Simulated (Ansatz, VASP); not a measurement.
**Two plane-wave programs on Mo**

Contents of POSCAR:

```
Mo
1.0
   -1.5764210372      1.5764210372      1.5764210372
    1.5764210372     -1.5764210372      1.5764210372
    1.5764210372      1.5764210372     -1.5764210372
Mo
1
Direct
    0.0000000000      0.0000000000      0.0000000000
```

Contents of INCAR.step1:

```
SYSTEM = Mo
PREC = Accurate ; ENCUT = 520
ISMEAR = 0 ; SIGMA = 0.2
LREAL = .False. ; LASPH = .True.
NELM = 80 ; NBANDS = 13
GGA = PE ; ALGO = Normal
EDIFF = 1E-4 ; LWAVE = .True.
LCHARG = .False.
```

The input INCAR.step2:

```
SYSTEM = Mo
PREC = Accurate ; ENCUT = 520
EDIFF = 1E-7 ; ISMEAR = 0
SIGMA = 0.2 ; LREAL = .False.
LASPH = .True. ; NELM = 80
ALGO = Normal ; ISIF = 2
LWAVE = .False. ; LCHARG = .False.
METAGGA = R2SCAN ; LMIXTAU = .True.
NBANDS = 13 ; ISTART = 1
```

File KPOINTS:

```
regular mesh
0
Gamma
  14 14 14
  0 0 0
```

Input for Ansatz:

```yaml
crystal:
  lattice:
    - [-1.5764210372, 1.5764210372, 1.5764210372]
    - [1.5764210372, -1.5764210372, 1.5764210372]
    - [1.5764210372, 1.5764210372, -1.5764210372]
  atoms:
    - { symbol: Mo, position: [0.0, 0.0, 0.0] }
hamiltonian:
  xc: r2scan
  pseudopotentials:
    kind: paw
    azcp:
      Mo: "pseudopotentials/Mo.paw.azcp"
basis:
  ecutwfc: 500
  fft_grid_basis: typed
kpoints:
  mp_grid: { grid: [14, 14, 14], shift: [0, 0, 0] }
magnetization:
  spin_polarized: false
scf:
  occupations: { method: gaussian, width: 0.2 }
  lower_state_search: "off"
output:
  stress: true
```

Alike in both runs: task single point; functional r2SCAN; k mesh 14 × 14 × 14; occupations gaussian, width 0.2 eV; no spin polarisation.

|  | VASP | Ansatz |
| --- | --- | --- |
| version | VASP 6.6.1 | Ansatz 0.2.0 |
| potentials or method | VASP PAW PBE potentials, release 64 (Mo_sv), cutoff 520 eV | plane waves (500 eV) with PAW, scalar-relativistic |
| valence electrons in the cell | 14 | 14 |

|  | VASP | Ansatz | Ansatz less VASP |
| --- | --- | --- | --- |
| pressure (GPa) | 1.2 | 0.0 | -1.14 |

VASP's potentials were made for PBE, not for r2SCAN.
